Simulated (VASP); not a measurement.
# BeGeSb2 (P-4m2) in VASP: settings compared

Aim: see how the results for BeGeSb2 move with the level of theory and the settings. Levels: PBE, r2SCAN. Tasks: single point.

Everything below comes from runs of VASP 6.6.1. Logs are shortened: lines on timing, memory, paths and dates and some standing lists are left out, and cuts for length are marked.

## 1. The cell of the first run

The structure is tetragonal, space group P-4m2 (No. 115). Conventional cell: a = 4.290 Å, b = 4.290 Å, c = 5.981 Å, α = 90.00°, β = 90.00°, γ = 90.00°. Be (site symmetry -4m2) has 4 Sb at 2.51 Å within 3.3 Å. Sb (site symmetry 2mm) has 2 Be at 2.51 Å and 2 Ge at 2.73 Å within 3.3 Å. Within 3.6 Å of Ge (site symmetry -4m2) lie 4 Sb at 2.73 Å.

## 2. Single point, PBE (volume changed by +6%)

The input, INCAR:

```
SYSTEM = BeGeSb2
ALGO = Normal
EDIFF = 1E-7
ENCUT = 520
GGA = PE
ISIF = 2
ISMEAR = -1
LASPH = .True.
LCHARG = .False.
LREAL = .False.
LWAVE = .False.
NBANDS = 21
NELM = 100
PREC = Accurate
SIGMA = 0.02
```

The input, KPOINTS:

```
k-points
0
Gamma
  6 6 4
  0 0 0
```

The input, POSCAR:

```
BeGeSb2
1.0
    4.2900352267      0.0000000000      0.0000000000
    0.0000000000      4.2900352267      0.0000000000
    0.0000000000      0.0000000000      5.9811188570
Be Sb Ge
1 2 1
Direct
    0.0000000000      0.0000000000      0.0000000000
    0.0000000000      0.5000000000      0.2165412292
    0.5000000000      0.0000000000      0.7834587708
    0.5000000000      0.5000000000      0.5000000000
```

Potentials or basis: VASP PAW PBE potentials, release 64 (Be, Sb, Ge_d).

Started as:

```
> cat potpaw_PBE.64/Be/POTCAR potpaw_PBE.64/Sb/POTCAR potpaw_PBE.64/Ge_d/POTCAR > POTCAR
> mpirun -np 1 vasp_std > vasp.out
```

OUTCAR:

```text
SYSTEM = BeGeSb2
   EDIFF = 1E-7
   ENCUT = 520
   GGA = PE
   ISIF = 2
   ISMEAR = -1
   LASPH = .True.
   LREAL = .False.
   NELM = 100
   PREC = Accurate

 ion  position               nearest neighbor table
   1  0.000  0.000  0.000-   2 2.51   3 2.51   2 2.51   3 2.51
   2  0.000  0.500  0.217-   1 2.51   1 2.51   4 2.73   4 2.73
   3  0.500  0.000  0.783-   1 2.51   1 2.51   4 2.73   4 2.73
   4  0.500  0.500  0.500-   2 2.73   3 2.73   3 2.73   2 2.73

  LATTYP: Found a simple tetragonal cell.
 ALAT       =     4.2900352267
 C/A-ratio  =     1.3941887516

  Lattice vectors:

 A1 = (   4.2900352267,   0.0000000000,   0.0000000000)
 A2 = (   0.0000000000,   4.2900352267,   0.0000000000)
 A3 = (   0.0000000000,   0.0000000000,   5.9811188570)

Analysis of symmetry for initial positions (statically):
=====================================================================
 Subroutine PRICEL returns:
 Original cell was already a primitive cell.

 Routine SETGRP: Setting up the symmetry group for a
 simple tetragonal supercell.

 Subroutine GETGRP returns: Found  8 space group operations
 (whereof  8 operations were pure point group operations)
 out of a pool of 16 trial point group operations.

The static configuration has the point symmetry D_2d.

Analysis of symmetry for dynamics (positions and initial velocities):
=====================================================================
 Subroutine PRICEL returns:
 Original cell was already a primitive cell.

 Routine SETGRP: Setting up the symmetry group for a
 simple tetragonal supercell.

 Subroutine GETGRP returns: Found  8 space group operations
 (whereof  8 operations were pure point group operations)
 out of a pool of 16 trial point group operations.

The dynamic configuration has the point symmetry D_2d.

 Subroutine INISYM returns: Found  8 space group operations
 (whereof  8 operations are pure point group operations),
 and found     1 'primitive' translations

----------------------------------------------------------------------------------------

                                     Primitive cell

  volume of cell :     110.0789

  direct lattice vectors                    reciprocal lattice vectors
     4.290035227  0.000000000  0.000000000     0.233098319  0.000000000  0.000000000
     0.000000000  4.290035227  0.000000000     0.000000000  0.233098319  0.000000000
     0.000000000  0.000000000  5.981118857     0.000000000  0.000000000  0.167192799

  length of vectors
     4.290035227  4.290035227  5.981118857     0.233098319  0.233098319  0.167192799

[... 81 lines left out ...]
   LASPH  =      T    aspherical Exc in radial PAW
   ENCUT  =  520.0 eV  38.22 Ry    6.18 a.u.   7.98  7.98 11.12*2*pi/ulx,y,z
   NELM   =    100;   NELMIN=  2; NELMDL= -5     # of ELM steps
   EDIFF  = 0.1E-06   stopping-criterion for ELM
   LREAL  =      F    real-space projection
   EDIFFG = 0.1E-05   stopping-criterion for IOM
   NSW    =      0    number of steps for IOM
   IBRION =     -1    ionic relax: 0-MD 1-quasi-New 2-CG
   NFREE  =      0    steps in history (QN), initial steepest desc. (CG)
   ISIF   =      2    stress and relaxation
   ISYM   =      2    0-nonsym 1-usesym 2-fastsym
   POTIM  = 0.5000    time-step for ionic-motion
   TEBEG  =    0.0;   TEEND  =   0.0 temperature during run
   PSTRESS=    0.0 pullay stress
   NELECT =      26.0000    total number of electrons
   NUPDOWN=      -1.0000    fix difference up-down
   EMIN   =  10.00;   EMAX   =-10.00  energy-range for DOS
   EFERMI =   0.00;   METHOD = LEGACY
   ISMEAR =    -1;   SIGMA  =   0.02  broadening in eV -4-tet -1-fermi 0-gaus
   EFERMI_NEDOS =   21; number of points for ismear=-14 and -15
   IALGO  =     38    algorithm
   IMIX   =      4    mixing-type and parameters
     AMIX     =   0.40;   BMIX     =  1.00
     AMIX_MAG =   1.60;   BMIX_MAG =  1.00
  volume/ion in A,a.u.               =      27.52       185.71
  Fermi-wavevector in a.u.,A,eV,Ry     =   1.011963  1.912332 13.933302  1.024069
  Thomas-Fermi vector in A             =   2.145044
   LORBIT       =      0    0 simple, 1 ext, 2 COOP (PROOUT), +10 PAW based schemes
   GGA     = PE    functional components
   LHFCALC =     F    Hartree Fock is set to
   AEXX    =    0.0000 exact exchange contribution
   IVDW    =     0    specifies the selected vdW correction
   LEPSILON=     F    determine dielectric tensor
   LRPA    =     F    only Hartree local field effects (RPA)
 non-spin polarized calculation
  energy-cutoff  :      520.00
  volume of cell :      110.08
 maximum number of plane-waves:      2992
 NGX is ok and might be reduce to    32
   NGX = 15   NGY = 15   NGZ = 23

 number of electron      25.9999972 magnetization

 Free energy of the ion-electron system (eV)
  ---------------------------------------------------
  ext. energy  EPLUGINS =         0.00000000
  ---------------------------------------------------
  free energy    TOTEN  =       -16.29773085 eV

  energy without entropy =      -16.29693146  energy(sigma->0) =      -16.29733116

 E-fermi :   4.4600     XC(G=0):  -8.8173

 val. band max:        4.4596389350   @ k =   0.1667   0.0000   0.0000
 cond. band min:       4.6015500916   @ k =   0.0000   0.0000   0.0000
 fundamental gap:      0.1419111566
 Fermi energy:         4.4599731758

 k-point     1 :       0.0000    0.0000    0.0000
  band No.  band energies     occupation
      1     -20.2055      2.00000
      2     -20.2016      2.00000
      3     -20.2016      2.00000
      4     -20.1915      2.00000
      5     -20.1909      2.00000
      6      -6.9222      2.00000
[... 565 lines left out ...]
     20      10.7658      0.00000
     21      11.6591      0.00000

 [... further k-points ...]
[... 5 lines left out ...]
  --------------------------------------------------------------------------------------
  -------------------------------------------------------------------------------------
  Total       -1.7683038     -1.7683038     -1.8287309      0.0000000      0.0000000      0.0000000
  in kB      -25.7373197    -25.7373197    -26.6168240      0.0000000      0.0000000      0.0000000
  external PRESSURE =     -26.0304878 kB  Pullay stress =       0.0000000 kB

 VOLUME and BASIS-vectors are now :
 -----------------------------------------------------------------------------
  energy-cutoff  :      520.00
  volume of cell :      110.08
      direct lattice vectors                 reciprocal lattice vectors
     4.290035227  0.000000000  0.000000000     0.233098319  0.000000000  0.000000000
     0.000000000  4.290035227  0.000000000     0.000000000  0.233098319  0.000000000
     0.000000000  0.000000000  5.981118857     0.000000000  0.000000000  0.167192799

 POSITION                                       TOTAL-FORCE (eV/Angst)
 -----------------------------------------------------------------------------------
      0.00000      0.00000      0.00000        -0.000000      0.000000      0.000000
      0.00000      2.14502      1.29516         0.000000      0.000000      0.069226
      2.14502      0.00000      4.68596         0.000000      0.000000     -0.069226
      2.14502      2.14502      2.99056         0.000000     -0.000000      0.000000
 -----------------------------------------------------------------------------------
    total drift:                                0.000000      0.000000     -0.000000

  FREE ENERGIE OF THE ION-ELECTRON SYSTEM (eV)
  ---------------------------------------------------
  free  energy   TOTEN  =       -16.2977308533 eV

  energy  without entropy=      -16.2969314619  energy(sigma->0) =      -16.29733116
```

OSZICAR:

```text
N       E                     dE             d eps       ncg     rms          rms(c)
DAV:   1     0.173116583702E+03    0.17312E+03   -0.11482E+04  1431   0.171E+03
DAV:   2     0.695589408132E+01   -0.16616E+03   -0.16045E+03  1417   0.467E+02
DAV:   3    -0.156739517168E+02   -0.22630E+02   -0.22442E+02  1537   0.109E+02
DAV:   4    -0.165901286000E+02   -0.91618E+00   -0.91541E+00  1493   0.245E+01
DAV:   5    -0.166118679925E+02   -0.21739E-01   -0.21739E-01  1543   0.425E+00    0.452E+00
DAV:   6    -0.163444099320E+02    0.26746E+00   -0.34546E-01  1489   0.310E+00    0.258E+00
DAV:   7    -0.162967562437E+02    0.47654E-01   -0.24621E-01  1501   0.205E+00    0.742E-01
DAV:   8    -0.162966683673E+02    0.87876E-04   -0.22175E-02  1451   0.853E-01    0.123E-01
DAV:   9    -0.162973757444E+02   -0.70738E-03   -0.25043E-03  1458   0.288E-01    0.590E-02
DAV:  10    -0.162976499759E+02   -0.27423E-03   -0.35729E-04  1447   0.899E-02    0.257E-02
DAV:  11    -0.162977263021E+02   -0.76326E-04   -0.96486E-05  1445   0.619E-02    0.507E-03
DAV:  12    -0.162977291854E+02   -0.28833E-05   -0.73583E-06  1472   0.170E-02    0.279E-03
DAV:  13    -0.162977305760E+02   -0.13906E-05   -0.27566E-06  1413   0.977E-03    0.914E-04
DAV:  14    -0.162977307921E+02   -0.21614E-06   -0.74274E-08  1221   0.245E-03    0.303E-04
DAV:  15    -0.162977308533E+02   -0.61154E-07   -0.36136E-08  1011   0.133E-03
   1 F= -.16297731E+02 E0= -.16297331E+02  d E =-.799391E-03
```

Wall time 50 s (1 thread of Intel Xeon Platinum 8488C (Sapphire Rapids), shared host); peak memory 0.25 GiB.

What came out:

```
Free energy            : -16.2977 eV
Pressure               : -2.6 GPa
Largest force          : 0.069 eV/Å
Band gap on the k mesh : zero (band 13 reaches 4.60 eV, above the bottom of band 14 at 4.02 eV)
```

Forces on the atoms (eV/Å):
```
Be   0.000  0.000  0.000
Sb   0.000  0.000  0.069
Sb   0.000  0.000 -0.069
Ge   0.000  0.000  0.000
```

Caveat: spin-orbit coupling is left out, which moves the levels of the heavy elements.

## 3. Single point, r2SCAN (volume changed by -6%)

The input, POSCAR:

```
BeGeSb2
1.0
    4.0893002874      0.0000000000      0.0000000000
    0.0000000000      4.0893002874      0.0000000000
    0.0000000000      0.0000000000      5.7155781641
Be Sb Ge
1 2 1
Direct
    0.0000000000      0.0000000000      0.0000000000
    0.0000000000      0.5000000000      0.2194401827
    0.5000000000      0.0000000000      0.7805598173
    0.5000000000      0.5000000000      0.5000000000
```

The input, INCAR.step1:

```
  PREC = Accurate
  ENCUT = 520
  ISMEAR = -1
  SIGMA = 0.02
  LREAL = F
  LASPH = T
  NELM = 100
  NBANDS = 21
  GGA = PE
  ALGO = Normal
  EDIFF = 1E-4
  LWAVE = T
  LCHARG = F
```

The input, INCAR.step2:

```
  PREC = Accurate
  ENCUT = 520
  EDIFF = 1E-6
  ISMEAR = -1
  SIGMA = 0.02
  LREAL = F
  LASPH = T
  NELM = 100
  ALGO = Normal
  ISIF = 2
  LWAVE = F
  LCHARG = F
  METAGGA = R2SCAN
  LMIXTAU = T
  NBANDS = 21
  ISTART = 1
```

The input, KPOINTS:

```
regular mesh
0
Gamma
  6 6 4
```

Potentials or basis: VASP PAW PBE potentials, release 64 (Be, Sb, Ge_d).

Started as:

```
> cat potpaw_PBE.64/Be/POTCAR potpaw_PBE.64/Sb/POTCAR potpaw_PBE.64/Ge_d/POTCAR > POTCAR
> cp INCAR.step1 INCAR
> mpirun -np 1 vasp_std > vasp.out
> cp INCAR.step2 INCAR
> mpirun -np 1 vasp_std > vasp.out
```

Wall time 2.5 min (1 thread of Intel Xeon Platinum 8488C (Sapphire Rapids), shared host); peak memory 0.24 GiB.

The run converged. Its results:

```yaml
Free_energy: -69.4665 eV
Pressure: 4.4 GPa
Largest_force: 0.135 eV/Å
Band_gap_on_the_k_mesh: zero (band 13 reaches 5.97 eV, above the bottom of band 14 at 5.48 eV)
```

Forces in eV/Å, atoms in the order of the input:
```
Be   0.000  0.000  0.000
Sb   0.000  0.000 -0.135
Sb   0.000  0.000  0.135
Ge   0.000  0.000  0.000
```

Stress tensor (GPa, compression positive):
```
4.41 0.00 0.00
0.00 4.41 0.00
0.00 0.00 4.51
```

Levels at points of the mesh, in eV from the Fermi level:
| k point | band 11 | band 12 | band 13 | band 14 | band 15 | band 16 |
| --- | --- | --- | --- | --- | --- | --- |
| (0.00, 0.00, 0.00) | -0.26 | 0.10 | 0.10 | 0.33 | 1.63 | 2.63 |
| (0.50, 0.00, 0.00) | -3.48 | -1.98 | -1.15 | 1.86 | 3.52 | 4.10 |
| (0.50, 0.50, 0.00) | -3.17 | -3.17 | -2.26 | -0.39 | 1.22 | 1.22 |
| (0.00, 0.00, 0.50) | -2.37 | -1.88 | -1.88 | 1.18 | 1.26 | 3.66 |
| (0.50, 0.00, 0.50) | -1.77 | -1.06 | -0.89 | 0.00 | 3.01 | 3.11 |
| (0.50, 0.50, 0.50) | -3.92 | -3.92 | -3.23 | 3.50 | 4.11 | 4.35 |

Caveat: the PAW data sets were made with another functional, which shifts forces and pressure a little; spin-orbit coupling is left out, which moves the levels of the heavy elements.

## 4. Single point, r2SCAN (volume changed by -3%)

The input, POSCAR:

```
BeGeSb2
1.0
    4.1323487170      0.0000000000      0.0000000000
    0.0000000000      4.1323487170      0.0000000000
    0.0000000000      0.0000000000      5.7757465664
Be Sb Ge
1 2 1
Direct
    0.0000000000      0.0000000000      0.0000000000
    0.0000000000      0.5000000000      0.2194401827
    0.5000000000      0.0000000000      0.7805598173
    0.5000000000      0.5000000000      0.5000000000
```

The input, INCAR.step1:

```
ALGO = Normal ; EDIFF = 1E-4
ENCUT = 520 ; GGA = PE
ISMEAR = -1 ; LASPH = True
LCHARG = False ; LREAL = False
LWAVE = True ; NBANDS = 21
NELM = 80 ; PREC = Accurate
SIGMA = 0.02
```

The input, INCAR.step2:

```
ALGO = Normal ; EDIFF = 1E-7
ENCUT = 520 ; ISIF = 2
ISMEAR = -1 ; ISTART = 1
LASPH = True ; LCHARG = False
LMIXTAU = True ; LREAL = False
LWAVE = False ; METAGGA = R2SCAN
NBANDS = 21 ; NELM = 80
PREC = Accurate ; SIGMA = 0.02
```

The input, KPOINTS:

```
k-points
0
Gamma
  6 6 4
```

Started as:

```
> cat potpaw_PBE.64/Be/POTCAR potpaw_PBE.64/Sb/POTCAR potpaw_PBE.64/Ge_d/POTCAR > POTCAR
> cp INCAR.step1 INCAR
> mpirun -np 1 vasp_std > vasp.out
> cp INCAR.step2 INCAR
> mpirun -np 1 vasp_std > vasp.out
```

Run time: 2.2 min. Hardware: 1 thread of Intel Xeon Platinum 8488C (Sapphire Rapids), shared host; peak memory 0.26 GiB.

The run converged. Its results:

```
Free energy            : -69.5287 eV
Pressure               : 2.2 GPa
Largest force          : 0.070 eV/Å
Band gap on the k mesh : zero (band 13 reaches 5.62 eV, above the bottom of band 14 at 5.17 eV)
```

Forces in eV/Å, atoms in the order of the input:
```
Be   0.000  0.000  0.000
Sb   0.000  0.000 -0.070
Sb   0.000  0.000  0.070
Ge   0.000  0.000  0.000
```

Levels at points of the mesh, in eV from the Fermi level:
```
           k point  band 9  band 10  band 11  band 12  band 13  band 14  band 15  band 16  band 17  band 18
(0.00, 0.00, 0.00)   -3.10    -3.10    -0.23     0.14     0.14     0.32     1.72     2.67     2.67     2.90
(0.50, 0.00, 0.00)   -4.26    -4.17    -3.31    -1.87    -1.06     1.86     3.54     4.08     4.43     5.37
(0.50, 0.50, 0.00)   -5.18    -3.63    -3.02    -3.02    -2.12    -0.31     1.31     1.31     2.90     8.87
(0.00, 0.00, 0.50)   -3.00    -2.24    -2.24    -1.77    -1.77     1.23     1.32     3.69     4.08     5.27
(0.50, 0.00, 0.50)   -5.77    -1.75    -1.68    -0.98    -0.82    -0.04     2.95     3.14     3.88     4.10
(0.50, 0.50, 0.50)   -4.83    -4.70    -3.73    -3.73    -3.04     3.41     4.13     4.33     4.33     5.62
```

Caveat: the PAW data sets were made with another functional, which shifts forces and pressure a little; spin-orbit coupling is left out, which moves the levels of the heavy elements.

(Part 1 of 2 ends here.)
